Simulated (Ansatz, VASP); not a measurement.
## One calculation of CdTe, two programs

```
CELL_PARAMETERS angstrom
0.00000 3.20500 3.20500
3.20500 0.00000 3.20500
3.20500 3.20500 0.00000
ATOMIC_POSITIONS crystal
Te 0.75000 0.75000 0.75000
Cd 0.00000 0.00000 0.00000
```

Alike in both runs: task single point; functional PBE; k mesh 7 × 7 × 7; occupations gaussian, width 0.029 eV; no spin polarisation.

```csv
,VASP,Ansatz
version,VASP 6.6.1,Ansatz 0.2.0
potentials or method,"VASP PAW PBE potentials, release 64 (Te, Cd), cutoff 520 eV","all-electron LAPW, scalar-relativistic"
```

```tsv
	VASP	Ansatz	Ansatz less VASP
gap on the k mesh at the Fermi level (eV)	0.87	0.87	-0.001
least direct gap on the mesh (eV)	0.87	0.87	-0.001
pressure (GPa)	4.4	4.3	-0.14
```

Ansatz ran all-electron here, and VASP with PAW potentials.

Neither program's run includes spin-orbit coupling.
